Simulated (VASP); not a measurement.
# Si2W (P6_222) in VASP: a series of runs

Runs on Si2W. Level: PBE. Tasks: single point.

Everything below comes from runs of VASP 6.6.1. Logs are shortened: lines on timing, memory, paths and dates and some standing lists are left out, and cuts for length are marked.

## (1) The cell of the first run

The structure is hexagonal, space group P6_222 (No. 180). The conventional cell has a = 4.498 Å, b = 4.498 Å, c = 6.997 Å, α = 90.00°, β = 90.00°, γ = 120.00°. Si (site symmetry 2) has 7 Si at 2.16 to 2.99 Å and 5 W at 2.49 to 2.82 Å within 3.0 Å. Within 3.3 Å of W (site symmetry 222) lie 10 Si at 2.49 to 2.82 Å and 4 W at 3.24 Å.

## (2) Single point, PBE

Contents of INCAR:

```
SYSTEM = Si2W
PREC = Accurate
ENCUT = 520
EDIFF = 1E-7
ISMEAR = 0
SIGMA = 0.03
LREAL = .FALSE.
LASPH = .TRUE.
NELM = 80
ALGO = Normal
ISIF = 2
LWAVE = .FALSE.
LCHARG = .FALSE.
GGA = PE
NBANDS = 43
```

Contents of KPOINTS:

```
Automatic mesh
0
G
  9 9 6
  0 0 0
```

Contents of POSCAR:

```
Si2W
1.0
    4.4975331999      0.0000000000      0.0000000000
   -2.2487666000      3.8949780055      0.0000000000
    0.0000000000      0.0000000000      6.9968123992
Si W
6 3
Direct
    0.8613670885      0.7227341769      0.5000000000
    0.1386329115      0.8613670885      0.8333333333
    0.7227341769      0.8613670885      0.1666666667
    0.1386329115      0.2772658231      0.5000000000
    0.8613670885      0.1386329115      0.8333333333
    0.2772658231      0.1386329115      0.1666666667
    0.0000000000      0.5000000000      0.1666666667
    0.5000000000      0.5000000000      0.8333333333
    0.5000000000      0.0000000000      0.5000000000
```

Potentials or basis: VASP PAW PBE potentials, release 64 (Si, W_sv).

Run with:

```bash
$ cat potpaw_PBE.64/Si/POTCAR potpaw_PBE.64/W_sv/POTCAR > POTCAR
$ mpirun -np 1 vasp_std > vasp.out
```

OUTCAR:

```text
SYSTEM = Si2W
   PREC = Accurate
   ENCUT = 520
   EDIFF = 1E-7
   ISMEAR = 0
   LREAL = .FALSE.
   LASPH = .TRUE.
   NELM = 80
   ISIF = 2
   GGA = PE

 ion  position               nearest neighbor table
   1  0.861  0.723  0.500-   4 2.16   9 2.49   9 2.49   2 2.57   3 2.57   7 2.73   8 2.73   9 2.82
                             4 2.84   4 2.84   6 2.99   5 2.99
   2  0.139  0.861  0.833-   5 2.16   8 2.49   8 2.49   1 2.57   6 2.57   9 2.73   7 2.73   8 2.82
                             5 2.84   5 2.84   4 2.99   3 2.99
   3  0.723  0.861  0.167-   6 2.16   7 2.49   7 2.49   1 2.57   5 2.57   9 2.73   8 2.73   7 2.82
                             6 2.84   6 2.84   4 2.99   2 2.99
   4  0.139  0.277  0.500-   1 2.16   9 2.49   9 2.49   5 2.57   6 2.57   7 2.73   8 2.73   9 2.82
                             1 2.84   1 2.84   3 2.99   2 2.99
   5  0.861  0.139  0.833-   2 2.16   8 2.49   8 2.49   4 2.57   3 2.57   9 2.73   7 2.73   8 2.82
                             2 2.84   2 2.84   1 2.99   6 2.99
   6  0.277  0.139  0.167-   3 2.16   7 2.49   7 2.49   4 2.57   2 2.57   9 2.73   8 2.73   7 2.82
                             3 2.84   3 2.84   1 2.99   5 2.99
   7  0.000  0.500  0.167-   6 2.49   3 2.49   6 2.49   3 2.49   1 2.73   4 2.73   2 2.73   5 2.73
                             3 2.82   6 2.82   9 3.24   9 3.24   8 3.24   8 3.24
   8  0.500  0.500  0.833-   2 2.49   5 2.49   2 2.49   5 2.49   1 2.73   4 2.73   3 2.73   6 2.73
                             5 2.82   2 2.82   9 3.24   9 3.24   7 3.24   7 3.24
   9  0.500  0.000  0.500-   4 2.49   1 2.49   4 2.49   1 2.49   6 2.73   3 2.73   2 2.73   5 2.73
                             4 2.82   1 2.82   7 3.24   7 3.24   8 3.24   8 3.24

  LATTYP: Found a hexagonal cell.
 ALAT       =     4.4975331999
 C/A-ratio  =     1.5557000000

  Lattice vectors:

 A1 = (   4.4975331999,   0.0000000000,   0.0000000000)
 A2 = (  -2.2487666000,   3.8949780055,   0.0000000000)
 A3 = (   0.0000000000,   0.0000000000,   6.9968123992)

Analysis of symmetry for initial positions (statically):
=====================================================================
 Subroutine PRICEL returns:
 Original cell was already a primitive cell.

 Routine SETGRP: Setting up the symmetry group for a
 hexagonal supercell.

 Subroutine GETGRP returns: Found 12 space group operations
 (whereof  4 operations were pure point group operations)
 out of a pool of 24 trial point group operations.

The static configuration has the point symmetry D_2 .
 The point group associated with its full space group is D_6 .

Analysis of symmetry for dynamics (positions and initial velocities):
=====================================================================
 Subroutine PRICEL returns:
 Original cell was already a primitive cell.

 Routine SETGRP: Setting up the symmetry group for a
 hexagonal supercell.

 Subroutine GETGRP returns: Found 12 space group operations
 (whereof  4 operations were pure point group operations)
 out of a pool of 24 trial point group operations.

The dynamic configuration has the point symmetry D_2 .
 The point group associated with its full space group is D_6 .

 Subroutine INISYM returns: Found 12 space group operations
 (whereof  4 operations are pure point group operations),
 and found     1 'primitive' translations

----------------------------------------------------------------------------------------

                                     Primitive cell

  volume of cell :     122.5687

  direct lattice vectors                    reciprocal lattice vectors
     4.497533200  0.000000000  0.000000000     0.222344106  0.128370430  0.000000000
    -2.248766600  3.894978006  0.000000000     0.000000000  0.256740859  0.000000000
     0.000000000  0.000000000  6.996812399     0.000000000  0.000000000  0.142922226

  length of vectors
     4.497533200  4.497533200  6.996812399     0.256740859  0.256740859  0.142922226

  position of ions in fractional coordinates (direct lattice)
     0.861367089  0.722734177  0.500000000
     0.138632911  0.861367089  0.833333333
     0.722734177  0.861367089  0.166666667
     0.138632911  0.277265823  0.500000000
     0.861367089  0.138632911  0.833333333
     0.277265823  0.138632911  0.166666667
     0.000000000  0.500000000  0.166666667
     0.500000000  0.500000000  0.833333333
     0.500000000  0.000000000  0.500000000

  ion indices of the primitive-cell ions
   primitive index   ion index
                 1           1
                 2           2
                 3           3
                 4           4
                 5           5
                 6           6
                 7           7
                 8           8
                 9           9

----------------------------------------------------------------------------------------

 KPOINTS: Automatic mesh

Automatic generation of k-mesh.
 Grid dimensions read from file:
 generate k-points for:    9    9    6

 Generating k-lattice:

  Cartesian coordinates                     Fractional coordinates (reciprocal lattice)
     0.024704901  0.014263381  0.000000000     0.111111111 -0.000000000  0.000000000
     0.000000000  0.028526762  0.000000000     0.000000000  0.111111111  0.000000000
     0.000000000  0.000000000  0.023820371     0.000000000  0.000000000  0.166666667

  Length of vectors
     0.028526762  0.028526762  0.023820371

  Shift w.r.t. Gamma in fractional coordinates (k-lattice)
     0.000000000  0.000000000  0.000000000

 Subroutine IBZKPT returns following result:
 ===========================================

 Found     48 irreducible k-points:

 Following reciprocal coordinates:
            Coordinates               Weight
  0.000000  0.000000  0.000000      1.000000
  0.111111  0.000000  0.000000      6.000000
  0.222222  0.000000  0.000000      6.000000
  0.333333 -0.000000  0.000000      6.000000
  0.444444  0.000000  0.000000      6.000000
  0.111111  0.111111  0.000000      6.000000
[... 16 lines left out ...]
  0.333333  0.222222  0.166667     24.000000
  0.333333  0.333333  0.166667      4.000000
 [... further k-points ...]
   k-points           NKPTS =     48   k-points in BZ     NKDIM =     48   number of bands    NBANDS=     43
   number of dos      NEDOS =    301   number of ions     NIONS =      9
   total plane-waves  NPLWV =  69984
   dimension x,y,z NGX =    36 NGY =   36 NGZ =   54
   dimension x,y,z NGXF=    72 NGYF=   72 NGZF=  108
   ions per type =               6   3
   NGX,Y,Z   is equivalent  to a cutoff of  13.31, 13.31, 12.83 a.u.
   NGXF,Y,Z  is equivalent  to a cutoff of  26.61, 26.61, 25.66 a.u.
 SYSTEM =  Si2W
   PREC   = accura    normal or accurate (medium, high low for compatibility)
   ISTART =      0    job   : 0-new  1-cont  2-samecut
   ICHARG =      2    charge: 1-file 2-atom 10-const
   ISPIN  =      1    spin polarized calculation?
   LNONCOLLINEAR =      F non collinear calculations
   LSORBIT =      F    spin-orbit coupling
   LASPH  =      T    aspherical Exc in radial PAW
   ENCUT  =  520.0 eV  38.22 Ry    6.18 a.u.   8.36  8.36 13.01*2*pi/ulx,y,z
   NELM   =     80;   NELMIN=  2; NELMDL= -5     # of ELM steps
   EDIFF  = 0.1E-06   stopping-criterion for ELM
   LREAL  =      F    real-space projection
   EDIFFG = 0.1E-05   stopping-criterion for IOM
   NSW    =      0    number of steps for IOM
   IBRION =     -1    ionic relax: 0-MD 1-quasi-New 2-CG
   NFREE  =      0    steps in history (QN), initial steepest desc. (CG)
   ISIF   =      2    stress and relaxation
   ISYM   =      2    0-nonsym 1-usesym 2-fastsym
   POTIM  = 0.5000    time-step for ionic-motion
   TEBEG  =    0.0;   TEEND  =   0.0 temperature during run
   PSTRESS=    0.0 pullay stress
   NELECT =      66.0000    total number of electrons
   NUPDOWN=      -1.0000    fix difference up-down
   EMIN   =  10.00;   EMAX   =-10.00  energy-range for DOS
   EFERMI =   0.00;   METHOD = LEGACY
   ISMEAR =     0;   SIGMA  =   0.03  broadening in eV -4-tet -1-fermi 0-gaus
   EFERMI_NEDOS =   21; number of points for ismear=-14 and -15
   IALGO  =     38    algorithm
   IMIX   =      4    mixing-type and parameters
     AMIX     =   0.40;   BMIX     =  1.00
     AMIX_MAG =   1.60;   BMIX_MAG =  1.00
  volume/ion in A,a.u.               =      13.62        91.90
  Fermi-wavevector in a.u.,A,eV,Ry     =   1.331873  2.516876 24.135194  1.773887
  Thomas-Fermi vector in A             =   2.460851
   LORBIT       =      0    0 simple, 1 ext, 2 COOP (PROOUT), +10 PAW based schemes
   GGA     = PE    functional components
   LHFCALC =     F    Hartree Fock is set to
   AEXX    =    0.0000 exact exchange contribution
   IVDW    =     0    specifies the selected vdW correction
   LEPSILON=     F    determine dielectric tensor
   LRPA    =     F    only Hartree local field effects (RPA)
 non-spin polarized calculation
 Gauss-broadening in eV      SIGMA  =   0.03
  energy-cutoff  :      520.00
  volume of cell :      122.57
 maximum number of plane-waves:      3357
 NGX is ok and might be reduce to    36
   NGX = 17   NGY = 17   NGZ = 27

 number of electron      65.9999999 magnetization

 Free energy of the ion-electron system (eV)
  ---------------------------------------------------
  ext. energy  EPLUGINS =         0.00000000
  ---------------------------------------------------
  free energy    TOTEN  =       -70.64069564 eV

  energy without entropy =      -70.63967150  energy(sigma->0) =      -70.64018357

 E-fermi :  11.8748     XC(G=0): -12.4456

 val. band max:       11.8529660261   @ k =   0.4444   0.1111   0.5000
 cond. band min:      11.8936060752   @ k =   0.2222   0.1111   0.1667
 fundamental gap:      0.0406400491
 Fermi energy:        11.8747949613

 k-point     1 :       0.0000    0.0000    0.0000
  band No.  band energies     occupation
      1     -62.0458      2.00000
      2     -62.0360      2.00000
      3     -62.0360      2.00000
      4     -26.5014      2.00000
      5     -26.5014      2.00000
      6     -26.4475      2.00000
[... 35 lines left out ...]
     42      15.5948      0.00000
     43      15.6004      0.00000
[... 1017 lines left out ...]
      3     -62.0361      2.00000
      4     -26.5135      2.00000
      5     -26.4989      2.00000
      6     -26.4794      2.00000
[... 35 lines left out ...]
     42      15.3638      0.00000
     43      15.9407      0.00000

 [... further k-points ...]
[... 5 lines left out ...]
  --------------------------------------------------------------------------------------
  -------------------------------------------------------------------------------------
  Total       14.5956484     14.5956484     -8.3238681     -0.0000000      0.0000000      0.0000000
  in kB      190.7894515    190.7894515   -108.8068290     -0.0000000      0.0000000      0.0000000
  external PRESSURE =      90.9240247 kB  Pullay stress =       0.0000000 kB

 VOLUME and BASIS-vectors are now :
 -----------------------------------------------------------------------------
  energy-cutoff  :      520.00
  volume of cell :      122.57
      direct lattice vectors                 reciprocal lattice vectors
     4.497533200  0.000000000  0.000000000     0.222344106  0.128370430  0.000000000
    -2.248766600  3.894978006  0.000000000     0.000000000  0.256740859  0.000000000
     0.000000000  0.000000000  6.996812399     0.000000000  0.000000000  0.142922226

 POSITION                                       TOTAL-FORCE (eV/Angst)
 -----------------------------------------------------------------------------------
      2.24877      2.81503      3.49841         0.000000     -5.360102     -0.000000
     -1.31351      3.35501      5.83068         4.641984     -2.680051     -0.000000
      1.31351      3.35501      1.16614        -4.641984     -2.680051     -0.000000
     -0.00000      1.07994      3.49841        -0.000000      5.360102     -0.000000
      3.56227      0.53997      5.83068        -4.641984      2.680051     -0.000000
      0.93526      0.53997      1.16614         4.641984      2.680051      0.000000
     -1.12438      1.94749      1.16614         0.000000     -0.000000     -0.000000
      1.12438      1.94749      5.83068         0.000000      0.000000      0.000000
      2.24877      0.00000      3.49841        -0.000000     -0.000000      0.000000
 -----------------------------------------------------------------------------------
    total drift:                               -0.000000      0.000000      0.000000

  FREE ENERGIE OF THE ION-ELECTRON SYSTEM (eV)
  ---------------------------------------------------
  free  energy   TOTEN  =       -70.6406956360 eV

  energy  without entropy=      -70.6396714972  energy(sigma->0) =      -70.64018357
```

Wall time 2.3 min (1 thread of Intel Xeon 6975P-C (Granite Rapids), shared host); peak memory 0.35 GiB.

What came out:

```
Free energy            : -70.6407 eV
Pressure               : 9.1 GPa
Largest force          : 5.360 eV/Å
Band gap on the k mesh : zero (bands 33 and 34 overlap by 0.36 eV)
```

Forces in eV/Å, atoms in the order of the input:
```
Si   0.000 -5.360  0.000
Si   4.642 -2.680  0.000
Si  -4.642 -2.680  0.000
Si   0.000  5.360  0.000
Si  -4.642  2.680  0.000
Si   4.642  2.680  0.000
W    0.000  0.000  0.000
W    0.000  0.000  0.000
W    0.000  0.000  0.000
```

Stress tensor (GPa, compression positive):
```
 19.08   0.00   0.00
  0.00  19.08   0.00
  0.00   0.00 -10.88
```

Caveat: the cell stands under pressure; spin-orbit coupling is left out, which moves the levels of the heavy elements; forces of over 1 eV/Å act on the atoms, so gaps and moduli don't describe the material at rest.

[end of part 1 of 2]
